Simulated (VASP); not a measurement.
# NaLu (P4/mmm) in VASP: a series of runs, part 2 of 2

VASP 6.6.1.

## (3) Single point, LDA

This run uses another cell than the first one, of 27.98 Å³/atom.

Contents of INCAR:

```
PREC = Accurate ; ENCUT = 520
EDIFF = 1E-7 ; ISMEAR = -1
SIGMA = 0.1 ; LREAL = F
LASPH = T ; NELM = 100
ALGO = Normal ; ISIF = 2
LWAVE = F ; LCHARG = F
GGA = CA ; NBANDS = 40
```

Contents of KPOINTS:

```
regular mesh
0
Gamma
  4 5 5
```

Contents of POSCAR:

```
NaLu
1.0
    5.8426666682      0.0000000000      0.0000000000
    0.0000000000      4.3763378093      0.0000000000
    0.0000000000      0.0000000000      4.3763378093
Na Lu
2 2
Direct
    0.0000000000      0.0000000000      0.0000000000
    0.0000000000      0.5000000000      0.5000000000
    0.5000000000      0.0000000000      0.5000000000
    0.5000000000      0.5000000000      0.0000000000
```

Potentials or basis: VASP PAW PBE potentials, release 64 (Na_pv, Lu).

Launch:

```bash
$ cat potpaw_PBE.64/Na_pv/POTCAR potpaw_PBE.64/Lu/POTCAR > POTCAR
$ mpirun -np 1 vasp_std > vasp.out
```

OUTCAR:

```text
PREC = Accurate
   ENCUT = 520
   EDIFF = 1E-7
   ISMEAR = -1
   LREAL = F
   LASPH = T
   NELM = 100
   ISIF = 2
   GGA = CA

 ion  position               nearest neighbor table
   1  0.000  0.000  0.000-
   2  0.000  0.500  0.500-
   3  0.500  0.000  0.500-   4 3.09   4 3.09   4 3.09   4 3.09
   4  0.500  0.500  0.000-   3 3.09   3 3.09   3 3.09   3 3.09

  LATTYP: Found a simple tetragonal cell.
 ALAT       =     4.3763378093
 C/A-ratio  =     1.3350584262

  Lattice vectors:

 A1 = (   0.0000000000,   4.3763378093,   0.0000000000)
 A2 = (   0.0000000000,   0.0000000000,   4.3763378093)
 A3 = (   5.8426666682,   0.0000000000,   0.0000000000)

Analysis of symmetry for initial positions (statically):
=====================================================================
 Subroutine PRICEL returns following result:

  LATTYP: Found a simple tetragonal cell.
 ALAT       =     3.0945381417
 C/A-ratio  =     1.8880577329

  Lattice vectors:

 A1 = (   0.0000000000,   2.1881689046,  -2.1881689046)
 A2 = (   0.0000000000,   2.1881689046,   2.1881689046)
 A3 = (   5.8426666682,   0.0000000000,   0.0000000000)

   2 primitive cells build up your supercell.

 Routine SETGRP: Setting up the symmetry group for a
 simple tetragonal supercell.

 Subroutine GETGRP returns: Found 16 space group operations
 (whereof 16 operations were pure point group operations)
 out of a pool of 16 trial point group operations.

The static configuration has the point symmetry D_4h.

Analysis of symmetry for dynamics (positions and initial velocities):
=====================================================================
 Subroutine PRICEL returns following result:

  LATTYP: Found a simple tetragonal cell.
 ALAT       =     3.0945381417
 C/A-ratio  =     1.8880577329

  Lattice vectors:

 A1 = (   0.0000000000,   2.1881689046,  -2.1881689046)
[... 121 lines left out ...]
   EFERMI_NEDOS =   21; number of points for ismear=-14 and -15
   IALGO  =     38    algorithm
   IMIX   =      4    mixing-type and parameters
     AMIX     =   0.40;   BMIX     =  1.00
     AMIX_MAG =   1.60;   BMIX_MAG =  1.00
  volume/ion in A,a.u.               =      27.98       188.79
  Fermi-wavevector in a.u.,A,eV,Ry     =   1.358910  2.567967 25.124998  1.846635
  Thomas-Fermi vector in A             =   2.485703
   LORBIT       =      0    0 simple, 1 ext, 2 COOP (PROOUT), +10 PAW based schemes
   GGA     = CA    functional components
   LHFCALC =     F    Hartree Fock is set to
   AEXX    =    0.0000 exact exchange contribution
   IVDW    =     0    specifies the selected vdW correction
   LEPSILON=     F    determine dielectric tensor
   LRPA    =     F    only Hartree local field effects (RPA)
 non-spin polarized calculation
  energy-cutoff  :      520.00
  volume of cell :      111.90
 maximum number of plane-waves:      3041
 NGX is ok and might be reduce to    48
   NGX = 21   NGY = 17   NGZ = 17

 number of electron      64.0000052 magnetization

 Free energy of the ion-electron system (eV)
  ---------------------------------------------------
  ext. energy  EPLUGINS =         0.00000000
  ---------------------------------------------------
  free energy    TOTEN  =       -11.65830506 eV

  energy without entropy =      -11.51568751  energy(sigma->0) =      -11.58699629

 E-fermi :   1.5589     XC(G=0):  -9.4014

 val. band max:        1.5548401235   @ k =   0.0000   0.2000   0.0000
 cond. band min:       1.5618456773   @ k =   0.2500   0.2000   0.0000
 fundamental gap:      0.0070055539
 Fermi energy:         1.5588764227

 k-point     1 :       0.0000    0.0000    0.0000
  band No.  band energies     occupation
      1     -54.7944      2.00000
      2     -54.7101      2.00000
      3     -25.9077      2.00000
      4     -25.9077      2.00000
      5     -25.7214      2.00000
      6     -25.5561      2.00000
[... 763 lines left out ...]
     39       5.1830      0.00000
     40       5.3122      0.00000

------------------------ aborting loop because EDIFF is reached ----------------------------------------

  FORCE on cell =-STRESS in cart. coord.  units (eV):
  Direction    XX          YY          ZZ          XY          YZ          ZX
  --------------------------------------------------------------------------------------
  -------------------------------------------------------------------------------------
  Total       -0.0007605      0.0725672      0.0725672     -0.0000000      0.0000000      0.0000000
  in kB       -0.0108889      1.0390061      1.0390061     -0.0000000      0.0000000      0.0000000
  external PRESSURE =       0.6890411 kB  Pullay stress =       0.0000000 kB

 VOLUME and BASIS-vectors are now :
 -----------------------------------------------------------------------------
  energy-cutoff  :      520.00
  volume of cell :      111.90
      direct lattice vectors                 reciprocal lattice vectors
     5.842666668  0.000000000  0.000000000     0.171154724  0.000000000  0.000000000
     0.000000000  4.376337809  0.000000000     0.000000000  0.228501556  0.000000000
     0.000000000  0.000000000  4.376337809     0.000000000  0.000000000  0.228501556

 POSITION                                       TOTAL-FORCE (eV/Angst)
 -----------------------------------------------------------------------------------
      0.00000      0.00000      0.00000        -0.000000     -0.000000     -0.000000
      0.00000      2.18817      2.18817        -0.000000     -0.000000     -0.000000
      2.92133      0.00000      2.18817         0.000000     -0.000000      0.000000
      2.92133      2.18817      0.00000         0.000000      0.000000     -0.000000
 -----------------------------------------------------------------------------------
    total drift:                                0.000000     -0.000000     -0.000000

  FREE ENERGIE OF THE ION-ELECTRON SYSTEM (eV)
  ---------------------------------------------------
  free  energy   TOTEN  =       -11.6583050599 eV

  energy  without entropy=      -11.5156875150  energy(sigma->0) =      -11.58699629
```

OSZICAR:

```text
N       E                     dE             d eps       ncg     rms          rms(c)
DAV:   1     0.490571059742E+03    0.49057E+03   -0.26214E+04  2144   0.483E+03
DAV:   2     0.531944146368E+02   -0.43738E+03   -0.42036E+03  1688   0.696E+02
DAV:   3    -0.408526468147E+01   -0.57280E+02   -0.55625E+02  1760   0.176E+02
DAV:   4    -0.118496896486E+02   -0.77644E+01   -0.76453E+01  2272   0.451E+01
DAV:   5    -0.120912996452E+02   -0.24161E+00   -0.24131E+00  2080   0.788E+00    0.516E+00
DAV:   6    -0.117186612909E+02    0.37264E+00   -0.86745E-01  2200   0.101E+01    0.210E+00
DAV:   7    -0.116627342906E+02    0.55927E-01   -0.21370E-01  2064   0.293E+00    0.448E-01
DAV:   8    -0.116582661240E+02    0.44682E-02   -0.28680E-02  1976   0.150E+00    0.123E-01
DAV:   9    -0.116582555384E+02    0.10586E-04   -0.12665E-03  2104   0.243E-01    0.971E-02
DAV:  10    -0.116583007989E+02   -0.45261E-04   -0.42202E-04  2048   0.124E-01    0.118E-02
DAV:  11    -0.116583055301E+02   -0.47311E-05   -0.54100E-05  2040   0.565E-02    0.619E-03
DAV:  12    -0.116583049555E+02    0.57461E-06   -0.19227E-06  1992   0.107E-02    0.287E-03
DAV:  13    -0.116583050556E+02   -0.10011E-06   -0.35109E-07  1520   0.448E-03    0.710E-04
DAV:  14    -0.116583050599E+02   -0.43365E-08   -0.48697E-08  1064   0.168E-03
   1 F= -.11658305E+02 E0= -.11586996E+02  d E =-.142618E+00
```

stdout:

```text
POSCAR found type information on POSCAR NaLu
 POSCAR found :  2 types and       4 ions
 scaLAPACK will be used
 -----------------------------------------------------------------------------
|                                                                             |
|                                                                             |
|     You enforced a specific xc type in the INCAR file but a different       |
|     I HOPE YOU KNOW WHAT YOU ARE DOING!                                     |
|                                                                             |
 -----------------------------------------------------------------------------

 LDA part: xc-table for (Slater(with rela. corr.)+CA(PZ))
 , standard interpolation
 POSCAR, INCAR and KPOINTS ok, starting setup
 FFT: planning ... GRIDC
 FFT: planning ... GRID_SOFT
 FFT: planning ... GRID
 WAVECAR not read
 entering main loop
```

It took 35 s on 1 thread of Intel Xeon 6975P-C (Granite Rapids), shared host; peak memory 0.23 GiB.

What came out:

```yaml
Free_energy: -11.6583 eV
Pressure: 0.1 GPa
Band_gap_on_the_k_mesh: zero (bands 32 and 33 overlap by 0.18 eV)
```

Stress tensor (GPa, compression positive):
```
0.00 0.00 0.00
0.00 0.10 0.00
0.00 0.00 0.10
```

Levels at points of the mesh, in eV from the Fermi level:
| k point | band 30 | band 31 | band 32 | band 33 | band 34 | band 35 |
| --- | --- | --- | --- | --- | --- | --- |
| (0.00, 0.00, 0.00) | -1.71 | -1.54 | -0.36 | 0.09 | 0.81 | 0.81 |
| (0.50, 0.00, 0.00) | -2.79 | -1.66 | -0.35 | 0.42 | 0.57 | 0.57 |

Caveat: the PAW data sets were made with another functional, which shifts forces and pressure a little; spin-orbit coupling is left out, which moves the levels of the heavy elements.
